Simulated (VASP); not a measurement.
Write the native input for VASP 6.6.1 that does the following.

| Quantity | Value |
| --- | --- |
| Task | single point |
| Functional | PBE |
| Potentials or basis | VASP PAW PBE potentials, release 64 (Rb_sv, Cl) |
| Cutoff | 500 eV |
| k mesh | 6 × 6 × 6 |
| Occupations | gaussian, width 0.05 eV |
| Spin | no spin polarisation |
| Dipole correction | no |
| Further INCAR settings | ALGO = Normal; EDIFF = 1e-06; NBANDS = 15 |

The structure of RbCl lies in POSCAR:

```
RbCl
1.0
    0.0286475000      3.2740000000      3.2740000000
    3.2740000000      0.0286475000      3.2740000000
    3.3026475000      3.3026475000      0.0000000000
Rb Cl
1 1
Direct
    0.0000000000      0.0000000000      0.0000000000
    0.5000000000      0.5000000000      0.5000000000
```

This cell differs from its parent crystal: strain +0.0175 x Voigt [0, 0, 0, 0, 0, 1].

One way to write it, as run:

INCAR

```
SYSTEM = RbCl
PREC = Accurate
ENCUT = 500
EDIFF = 1E-6
ISMEAR = 0
SIGMA = 0.05
LREAL = .False.
LASPH = .True.
NELM = 120
ALGO = Normal
ISIF = 2
LWAVE = .False.
LCHARG = .False.
GGA = PE
NBANDS = 15
GGA_COMPAT = .False.
```

KPOINTS

```
regular mesh
0
Gamma
  6 6 6
  0 0 0
```

Potentials or basis: VASP PAW PBE potentials, release 64 (Rb_sv, Cl).

Run with:

```console
$ cat potpaw_PBE.64/Rb_sv/POTCAR potpaw_PBE.64/Cl/POTCAR > POTCAR
$ mpirun -np 1 vasp_std > vasp.out
```

Results of the run:

```yaml
Pressure: 1.1 GPa
Band_gap_on_the_k_mesh: 5.03 eV, direct
```

Caveat: the cell differs from its parent crystal (strain +0.0175 x Voigt [0, 0, 0, 0, 0, 1]).

Run time: 18 s on 1 thread of Intel(R) Xeon(R) 6975P-C (Granite Rapids), with other jobs on the host, peak memory 0.21 GiB.
